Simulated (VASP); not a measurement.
Here is a VASP 6.6.1 calculation.

Contents of POSCAR:

```
SiC
1.0
    3.0553550827      0.0000000000      0.0000000000
   -1.5276775413      2.6460151191      0.0000000000
    0.0000000000      0.0000000000      5.0141197845
Si C
2 2
Direct
    0.6666666667      0.3333333333      0.5000000000
    0.3333333333      0.6666666667      0.0000000000
    0.6666666667      0.3333333333      0.8850000000
    0.3333333333      0.6666666667      0.3850000000
```

File INCAR.step1:

```
  PREC = Accurate
  ENCUT = 520
  ISMEAR = -1
  SIGMA = 0.05
  LREAL = F
  LASPH = T
  NELM = 80
  NBANDS = 16
  GGA = PE
  ALGO = Normal
  EDIFF = 1E-4
  LWAVE = T
  LCHARG = F
```

Contents of INCAR.step2:

```
  PREC = Accurate
  ENCUT = 520
  EDIFF = 1E-6
  ISMEAR = -1
  SIGMA = 0.05
  LREAL = F
  LASPH = T
  NELM = 80
  ALGO = Normal
  ISIF = 2
  LWAVE = F
  LCHARG = T
  METAGGA = R2SCAN
  LMIXTAU = T
  LELF = T
  LVHAR = T
  NBANDS = 16
  ISTART = 1
```

The input KPOINTS:

```
regular mesh
0
Gamma
  10 10 5
```

Potentials or basis: VASP PAW PBE potentials, release 64 (Si, C).

The run is started by

```bash
$ cat potpaw_PBE.64/Si/POTCAR potpaw_PBE.64/C/POTCAR > POTCAR
$ cp INCAR.step1 INCAR
$ mpirun -np 1 vasp_std > vasp.out
$ cp INCAR.step2 INCAR
$ mpirun -np 1 vasp_std > vasp.out
```

**Question.** What does it give for the largest force?

**Answer.** 0.804 eV/Å.

**Question.** Estimate the band gap on the k mesh.

**Answer.** 2.83 eV, indirect (least direct gap 4.64 eV).

**Question.** What does it give for the pressure?

**Answer.** 4.8 GPa.

Forces on the atoms (eV/Å):
```
Si   0.000  0.000  0.804
Si   0.000  0.000  0.804
C    0.000  0.000 -0.804
C    0.000  0.000 -0.804
```

Caveat: the PAW data sets were made with another functional, which shifts forces and pressure a little. A k mesh can miss the band edges.
